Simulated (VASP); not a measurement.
# Li (P1) in VASP: a series of runs, part 2 of 2

VASP 6.6.1. Earlier steps stand in the parts before.

**3. Single point, r2SCAN+D3(BJ)**

Input file POSCAR:

```
Li
1.0
    6.9800000000      0.0000000000      0.0000000000
    0.0000000000      6.9800000000      0.0000000000
    0.0000000000      0.0000000000      6.9800000000
Li
16
Direct
    0.0288108883     -0.0417765043      0.0025214900
    0.4910315186      0.0854727794     -0.0372063037
    0.0117765043      0.5144269341     -0.0022779370
   -0.0385959885     -0.0080945559      0.5319770774
    0.2051862464      0.3104011461      0.2523782235
    0.5610601719      0.4568911175     -0.0033381089
    0.4429799427      0.0223352436      0.5202148997
    0.7883954155      0.2109312321      0.2400143266
   -0.0028796562      0.5375501433      0.5271633238
    0.2941833811      0.7394412607      0.2350143266
    0.2184383954      0.3193266476      0.7184813754
    0.4729512894      0.4990257880      0.5046418338
    0.7154871060      0.7220916905      0.2254154728
    0.7831375358      0.2712893983      0.7164326648
    0.2274498567      0.7238968481      0.7756446991
    0.6927220630      0.7618051576      0.7671060172
```

Input file INCAR.step1:

```
  PREC = Accurate
  ENCUT = 520
  ISMEAR = -1
  SIGMA = 0.16
  LREAL = Auto
  LASPH = T
  NELM = 80
  NBANDS = 38
  GGA = PE
  ALGO = Normal
  EDIFF = 1E-4
  LWAVE = T
  LCHARG = F
```

Input file INCAR.step2:

```
  PREC = Accurate
  ENCUT = 520
  EDIFF = 1E-6
  ISMEAR = -1
  SIGMA = 0.16
  LREAL = Auto
  LASPH = T
  NELM = 80
  ALGO = Normal
  ISIF = 2
  LWAVE = F
  LCHARG = T
  METAGGA = R2SCAN
  LMIXTAU = T
  IVDW = 12
  VDW_S6 = 1.0
  VDW_S8 = 0.78981345
  VDW_A1 = 0.49484001
  VDW_A2 = 5.73083694
  LELF = T
  LVHAR = T
  NBANDS = 38
  ISTART = 1
```

Input file KPOINTS:

```
regular mesh
0
Gamma
  2 2 2
```

Potentials or basis: VASP PAW PBE potentials, release 64 (Li_sv).

The run is started by

```console
cat potpaw_PBE.64/Li_sv/POTCAR > POTCAR
cp INCAR.step1 INCAR
mpirun -np 1 vasp_std > vasp.out
cp INCAR.step2 INCAR
mpirun -np 1 vasp_std > vasp.out
```

OUTCAR:

```text
PREC = Accurate
   ENCUT = 520
   EDIFF = 1E-6
   ISMEAR = -1
   LREAL = Auto
   LASPH = T
   NELM = 80
   ISIF = 2
   METAGGA = R2SCAN
   IVDW = 12
   ISTART = 1
 IVDW          = 12

 ion  position               nearest neighbor table
   1  0.029  0.958  0.003-
   2  0.491  0.085  0.963-
   3  0.012  0.514  0.998-
   4  0.961  0.992  0.532-
   5  0.205  0.310  0.252-
   6  0.561  0.457  0.997-
   7  0.443  0.022  0.520-
   8  0.788  0.211  0.240-
   9  0.997  0.538  0.527-  11 2.55
  10  0.294  0.739  0.235-
  11  0.218  0.319  0.718-   9 2.55
  12  0.473  0.499  0.505-
  13  0.715  0.722  0.225-
  14  0.783  0.271  0.716-
  15  0.227  0.724  0.776-
  16  0.693  0.762  0.767-

  LATTYP: Found a simple cubic cell.
 ALAT       =     6.9800000000

  Lattice vectors:

 A1 = (   6.9800000000,   0.0000000000,   0.0000000000)
 A2 = (   0.0000000000,   6.9800000000,   0.0000000000)
 A3 = (   0.0000000000,   0.0000000000,   6.9800000000)

Analysis of symmetry for initial positions (statically):
=====================================================================
 Subroutine PRICEL returns:
 Original cell was already a primitive cell.

 Routine SETGRP: Setting up the symmetry group for a
 simple cubic supercell.

 Subroutine GETGRP returns: Found  1 space group operations
 (whereof  1 operations were pure point group operations)
 out of a pool of 48 trial point group operations.

The static configuration has the point symmetry C_1 .

Analysis of symmetry for dynamics (positions and initial velocities):
=====================================================================
 Subroutine PRICEL returns:
 Original cell was already a primitive cell.

[... 136 lines left out ...]
   IMIX   =      4    mixing-type and parameters
     AMIX     =   0.40;   BMIX     =  1.00
     AMIX_MAG =   1.60;   BMIX_MAG =  1.00
  volume/ion in A,a.u.               =      21.25       143.43
  Fermi-wavevector in a.u.,A,eV,Ry     =   0.852380  1.610764  9.885331  0.726551
  Thomas-Fermi vector in A             =   1.968659
   LORBIT       =      0    0 simple, 1 ext, 2 COOP (PROOUT), +10 PAW based schemes
   METAGGA = R2SCAN    functional components
   LHFCALC =     F    Hartree Fock is set to
   AEXX    =    0.0000 exact exchange contribution
   IVDW    =    12    specifies the selected vdW correction
   LEPSILON=     F    determine dielectric tensor
   LRPA    =     F    only Hartree local field effects (RPA)
 non-spin polarized calculation
  energy-cutoff  :      520.00
  volume of cell :      340.07
 maximum number of plane-waves:      9124
 NGX is ok and might be reduce to    54
   NGX = 25   NGY = 25   NGZ = 25

 number of electron      48.0000004 magnetization

 Free energy of the ion-electron system (eV)
  ---------------------------------------------------
  ext. energy  EPLUGINS =         0.00000000
  ---------------------------------------------------
  free energy    TOTEN  =       -37.07993926 eV

  energy without entropy =      -36.36316275  energy(sigma->0) =      -36.72155100

 E-fermi :   0.3454     XC(G=0):  -7.3155

 val. band max:        0.3256876979   @ k =   0.5000   0.0000   0.5000
 cond. band min:       0.3584090189   @ k =   0.0000   0.5000   0.5000
 fundamental gap:      0.0327213209
 Fermi energy:         0.3453978442

 k-point     1 :       0.0000    0.0000    0.0000
  band No.  band energies     occupation
      1     -47.9897      2.00000
      2     -47.9247      2.00000
      3     -47.9200      2.00000
      4     -47.9051      2.00000
      5     -47.9004      2.00000
      6     -47.8909      2.00000
[... 301 lines left out ...]
     35       3.4422      0.00000
     36       3.5146      0.00000
 [bands above 36 left out]

------------------------ aborting loop because EDIFF is reached ----------------------------------------

 Edisp (eV)   -1.21667

 E8    (eV) :    -0.3932

  FORCE on cell =-STRESS in cart. coord.  units (eV):
  Direction    XX          YY          ZZ          XY          YZ          ZX
  --------------------------------------------------------------------------------------
  -------------------------------------------------------------------------------------
  Total      -1.48725     0.35221    -1.22306    -0.32987    -0.01666     0.05607
  in kB      -7.00693     1.65939    -5.76227    -1.55413    -0.07850     0.26417
  external pressure =       -3.70 kB  Pullay stress =        0.00 kB

 VOLUME and BASIS-vectors are now :
 -----------------------------------------------------------------------------
  energy-cutoff  :      520.00
  volume of cell :      340.07
      direct lattice vectors                 reciprocal lattice vectors
     6.980000000  0.000000000  0.000000000     0.143266476  0.000000000  0.000000000
     0.000000000  6.980000000  0.000000000     0.000000000  0.143266476  0.000000000
     0.000000000  0.000000000  6.980000000     0.000000000  0.000000000  0.143266476

 POSITION                                       TOTAL-FORCE (eV/Angst)
 -----------------------------------------------------------------------------------
      0.20110      6.68840      0.01760        -0.225833      0.396736     -0.028733
      3.42740      0.59660      6.72030        -0.223225     -0.448807      0.105255
      0.08220      3.59070      6.96410        -0.411037     -0.086047      0.023007
      6.71060      6.92350      3.71320         0.375922     -0.280330     -0.153945
      1.43220      2.16660      1.76160         0.252634     -0.345835      0.077908
      3.91620      3.18910      6.95670        -0.444886      0.180868     -0.077471
[... 8 lines left out ...]
      1.58760      5.05280      5.41400         0.557488      0.241288     -0.161298
      4.83520      5.31740      5.35440         0.087143      0.012623     -0.021500
 -----------------------------------------------------------------------------------
    total drift:                                0.016860     -0.003518     -0.002397

  FREE ENERGIE OF THE ION-ELECTRON SYSTEM (eV)
  ---------------------------------------------------
  free  energy   TOTEN  =       -38.2966062298 eV

  energy  without entropy=      -37.5798297172  energy(sigma->0) =      -37.93821797
```

OSZICAR.step1:

```text
N       E                     dE             d eps       ncg     rms          rms(c)
DAV:   1     0.271360940097E+03    0.27136E+03   -0.20644E+04   616   0.125E+03
DAV:   2     0.429792420540E+02   -0.22838E+03   -0.21191E+03   640   0.333E+02
DAV:   3    -0.147521356832E+02   -0.57731E+02   -0.56314E+02  1104   0.826E+01
DAV:   4    -0.270188522633E+02   -0.12267E+02   -0.12068E+02  1004   0.650E+01
DAV:   5    -0.299546698705E+02   -0.29358E+01   -0.29334E+01  1106   0.191E+01    0.213E+00
DAV:   6    -0.295418437774E+02    0.41283E+00   -0.12276E+00   812   0.546E+00    0.750E-01
DAV:   7    -0.295369151939E+02    0.49286E-02   -0.20042E-01  1024   0.150E+00    0.301E-01
DAV:   8    -0.295348431635E+02    0.20720E-02   -0.19332E-02   944   0.485E-01    0.128E-01
DAV:   9    -0.295345463973E+02    0.29677E-03   -0.37496E-03   904   0.195E-01    0.555E-02
DAV:  10    -0.295345161144E+02    0.30283E-04   -0.73566E-04   680   0.864E-02
   1 F= -.29534516E+02 E0= -.29145504E+02  d E =-.778024E+00
```

It took 13 min on 1 thread of AMD EPYC 9R45 (Zen 5), shared host; peak memory 0.41 GiB.

What came out:

```
Free energy                : -38.2966 eV
Largest force              : 0.824 eV/Å
Band gap on the k mesh     : zero (band 24 reaches 0.80 eV, above the bottom of band 25 at -0.05 eV)
Dispersion energy per atom : -0.076 eV
```

Forces on the atoms (eV/Å):
```
Li  -0.226  0.397 -0.029
Li  -0.223 -0.449  0.105
Li  -0.411 -0.086  0.023
Li   0.376 -0.280 -0.154
Li   0.253 -0.346  0.078
Li  -0.445  0.181 -0.077
Li   0.099  0.006 -0.159
Li  -0.213  0.205  0.154
Li  -0.432  0.392 -0.582
Li  -0.180  0.107 -0.016
Li   0.134 -0.626  0.441
Li   0.452 -0.100 -0.035
Li   0.291  0.300  0.261
Li  -0.118  0.046  0.173
Li   0.557  0.241 -0.161
Li   0.087  0.013 -0.021
```

Levels at points of the mesh, in eV from the Fermi level:
```csv
k point,band 20,band 21,band 22,band 23,band 24,band 25,band 26,band 27
"(0.00, 0.00, 0.00)",-1.09,-1.05,-1.04,-0.95,0.45,0.49,0.51,0.54
"(0.50, 0.00, 0.00)",-0.56,-0.55,-0.51,-0.47,-0.41,-0.39,-0.36,1.22
"(0.00, 0.50, 0.00)",-0.65,-0.58,-0.48,-0.43,-0.38,-0.35,-0.29,1.13
"(0.00, 0.00, 0.50)",-0.66,-0.60,-0.50,-0.45,-0.42,-0.33,-0.25,1.16
"(0.50, 0.50, 0.00)",-2.26,-0.24,-0.13,-0.02,0.05,0.23,0.33,0.46
"(0.00, 0.50, 0.50)",-2.23,-0.22,-0.09,0.01,0.14,0.19,0.26,0.35
"(0.50, 0.00, 0.50)",-2.28,-0.08,-0.02,0.04,0.09,0.16,0.19,0.34
"(0.50, 0.50, 0.50)",-1.73,-1.70,-1.67,-1.59,-1.55,2.19,2.28,2.43
```

Caveat: the k points lie up to 0.45 Å⁻¹ apart; the cutoff is under 1.25 times the usual one of these potentials, so pressure, stress and relaxed cells hold a basis-set (Pulay) error; the PAW data sets were made with another functional, which shifts forces and pressure a little; pairwise dispersion overbinds metals, which lowers pressure and volume.

**4. Single point, r2SCAN+D3(BJ)**

Input file POSCAR:

```
Li
1.0
    6.9800000000      0.0000000000      0.0000000000
    0.0000000000      6.9800000000      0.0000000000
    0.0000000000      0.0000000000      6.9800000000
Li
16
Direct
    0.0546704871     -0.0367191977      0.0707449857
    0.4896131805      0.0107449857     -0.0919914040
   -0.0481232092      0.4874785100      0.0247277937
   -0.0046991404     -0.0680229226      0.5463896848
    0.2186389685      0.3454727794      0.2638538682
    0.5275501433      0.4452722063      0.0550859599
    0.4326790831      0.0502292264      0.5288108883
    0.7594699140      0.2419340974      0.1937822350
   -0.0632808023      0.5923782235      0.4887822350
    0.3257593123      0.7386103152      0.3161031519
    0.1678796562      0.2973925501      0.7086532951
    0.5140114613      0.4447421203      0.5175931232
    0.7663467049      0.7072063037      0.2888681948
    0.7888825215      0.2991547278      0.6664326648
    0.2411891117      0.7229799427      0.7084527221
    0.6545128940      0.7416762178      0.8212750716
```

Input file INCAR.step1:

```
ALGO = Normal
EDIFF = 1E-4
ENCUT = 520
GGA = PE
ISMEAR = -1
LASPH = True
LCHARG = False
LREAL = Auto
LWAVE = True
NBANDS = 38
NELM = 100
PREC = Accurate
SIGMA = 0.16
```

Input file INCAR.step2:

```
ALGO = Normal
EDIFF = 1E-7
ENCUT = 520
ISIF = 2
ISMEAR = -1
ISTART = 1
IVDW = 12
LASPH = True
LCHARG = False
LMIXTAU = True
LREAL = Auto
LWAVE = False
METAGGA = R2SCAN
NBANDS = 38
NELM = 100
PREC = Accurate
SIGMA = 0.16
VDW_A1 = 0.49484001
VDW_A2 = 5.73083694
VDW_S6 = 1.0
VDW_S8 = 0.78981345
```

Input file KPOINTS:

```
k-points
0
Gamma
  2 2 2
```

Potentials or basis: VASP PAW PBE potentials, release 64 (Li_sv).

The run is started by

```console
cat potpaw_PBE.64/Li_sv/POTCAR > POTCAR
cp INCAR.step1 INCAR
mpirun -np 1 vasp_std > vasp.out
cp INCAR.step2 INCAR
mpirun -np 1 vasp_std > vasp.out
```

OUTCAR:

```text
EDIFF = 1E-7
   ENCUT = 520
   ISIF = 2
   ISMEAR = -1
   ISTART = 1
   IVDW = 12
   LASPH = True
   LREAL = Auto
   METAGGA = R2SCAN
   NELM = 100
   PREC = Accurate
 IVDW          = 12

 ion  position               nearest neighbor table
   1  0.055  0.963  0.071-
   2  0.490  0.011  0.908-  16 2.28
   3  0.952  0.487  0.025-   8 2.48
   4  0.995  0.932  0.546-   9 2.44  15 2.52
   5  0.219  0.345  0.264-
   6  0.528  0.445  0.055-   8 2.36
   7  0.433  0.050  0.529-
   8  0.759  0.242  0.194-   6 2.36   3 2.48
   9  0.937  0.592  0.489-  13 2.00   4 2.44
  10  0.326  0.739  0.316-
  11  0.168  0.297  0.709-
  12  0.514  0.445  0.518-  14 2.41
  13  0.766  0.707  0.289-   9 2.00
  14  0.789  0.299  0.666-  12 2.41
  15  0.241  0.723  0.708-   4 2.52
  16  0.655  0.742  0.821-   2 2.28

  LATTYP: Found a simple cubic cell.
 ALAT       =     6.9800000000

  Lattice vectors:

 A1 = (   6.9800000000,   0.0000000000,   0.0000000000)
 A2 = (   0.0000000000,   6.9800000000,   0.0000000000)
[... 191 lines left out ...]
 fundamental gap:      0.0207260579
 Fermi energy:         0.3373739057

 k-point     1 :       0.0000    0.0000    0.0000
  band No.  band energies     occupation
      1     -48.3025      2.00000
      2     -48.2575      2.00000
      3     -48.0697      2.00000
      4     -48.0218      2.00000
      5     -48.0118      2.00000
      6     -47.9244      2.00000
[... 301 lines left out ...]
     35       3.5650      0.00000
     36       3.6612      0.00000
 [bands above 36 left out]

------------------------ aborting loop because EDIFF is reached ----------------------------------------

 Edisp (eV)   -1.21705

 E8    (eV) :    -0.3936

  FORCE on cell =-STRESS in cart. coord.  units (eV):
  Direction    XX          YY          ZZ          XY          YZ          ZX
  --------------------------------------------------------------------------------------
  -------------------------------------------------------------------------------------
  Total       1.74822     2.59973    -2.31215    -1.62919    -1.02554     2.26276
  in kB       8.23647    12.24819   -10.89334    -7.67569    -4.83164    10.66064
  external pressure =        3.20 kB  Pullay stress =        0.00 kB

 VOLUME and BASIS-vectors are now :
 -----------------------------------------------------------------------------
  energy-cutoff  :      520.00
  volume of cell :      340.07
      direct lattice vectors                 reciprocal lattice vectors
     6.980000000  0.000000000  0.000000000     0.143266476  0.000000000  0.000000000
     0.000000000  6.980000000  0.000000000     0.000000000  0.143266476  0.000000000
     0.000000000  0.000000000  6.980000000     0.000000000  0.000000000  0.143266476

 POSITION                                       TOTAL-FORCE (eV/Angst)
 -----------------------------------------------------------------------------------
      0.38160      6.72370      0.49380         0.003847     -0.065441     -0.170449
      3.41750      0.07500      6.33790        -0.371709      0.801548      0.611287
      6.64410      3.40260      0.17260         0.367389      0.537263     -0.607563
      6.94720      6.50520      3.81380        -0.234657      0.939931     -0.015412
      1.52610      2.41140      1.84170        -0.305639     -0.362148      0.315844
      3.68230      3.10800      0.38450        -0.528204      0.301215     -0.540856
[... 8 lines left out ...]
      1.68350      5.04640      4.94500         0.197367     -0.448547      0.580443
      4.56850      5.17690      5.73250         0.702340     -0.551197     -0.501386
 -----------------------------------------------------------------------------------
    total drift:                                0.038577      0.127248     -0.012674

  FREE ENERGIE OF THE ION-ELECTRON SYSTEM (eV)
  ---------------------------------------------------
  free  energy   TOTEN  =       -36.4939669592 eV

  energy  without entropy=      -35.8360159024  energy(sigma->0) =      -36.16499143
```

OSZICAR.step1:

```text
N       E                     dE             d eps       ncg     rms          rms(c)
DAV:   1     0.281045549727E+03    0.28105E+03   -0.21008E+04   624   0.125E+03
DAV:   2     0.470317864491E+02   -0.23401E+03   -0.21853E+03   608   0.339E+02
DAV:   3    -0.119729442428E+02   -0.59005E+02   -0.57197E+02  1156   0.840E+01
DAV:   4    -0.255095320187E+02   -0.13537E+02   -0.13268E+02  1040   0.663E+01
DAV:   5    -0.286201038556E+02   -0.31106E+01   -0.31086E+01  1090   0.199E+01    0.269E+00
DAV:   6    -0.278764610069E+02    0.74364E+00   -0.15291E+00   802   0.613E+00    0.106E+00
DAV:   7    -0.278156581368E+02    0.60803E-01   -0.41626E-01  1000   0.232E+00    0.362E-01
DAV:   8    -0.278162410877E+02   -0.58295E-03   -0.75072E-02   898   0.988E-01    0.195E-01
DAV:   9    -0.278157590024E+02    0.48209E-03   -0.10180E-02   928   0.355E-01    0.105E-01
DAV:  10    -0.278155980110E+02    0.16099E-03   -0.18445E-03   664   0.163E-01    0.283E-02
DAV:  11    -0.278156067871E+02   -0.87761E-05   -0.29310E-04   720   0.721E-02
   1 F= -.27815607E+02 E0= -.27458434E+02  d E =-.714346E+00
```

Wall time 10 min (1 thread of AMD EPYC 9R45 (Zen 5), shared host); peak memory 0.41 GiB.

Results:

| Property | Result |
| --- | --- |
| Free energy | -36.4940 eV |
| Largest force | 1.623 eV/Å |
| Band gap on the k mesh | zero (band 24 reaches 0.66 eV, above the bottom of band 25 at 0.02 eV) |
| Dispersion energy per atom | -0.076 eV |

Forces in eV/Å, atoms in the order of the input:
```
Li   0.004 -0.065 -0.170
Li  -0.372  0.802  0.611
Li   0.367  0.537 -0.608
Li  -0.235  0.940 -0.015
Li  -0.306 -0.362  0.316
Li  -0.528  0.301 -0.541
Li   0.271 -0.070 -0.447
Li   0.076 -0.767  0.851
Li   0.848 -1.081  0.474
Li  -0.070  0.049 -0.389
Li   0.374 -0.013  0.309
Li  -0.179  0.479 -0.053
Li  -1.125  0.765 -0.885
Li  -0.026 -0.514  0.469
Li   0.197 -0.449  0.580
Li   0.702 -0.551 -0.501
```

Caveat: the k points lie up to 0.45 Å⁻¹ apart; the cutoff is under 1.25 times the usual one of these potentials, so pressure, stress and relaxed cells hold a basis-set (Pulay) error; the PAW data sets were made with another functional, which shifts forces and pressure a little; pairwise dispersion overbinds metals, which lowers pressure and volume.
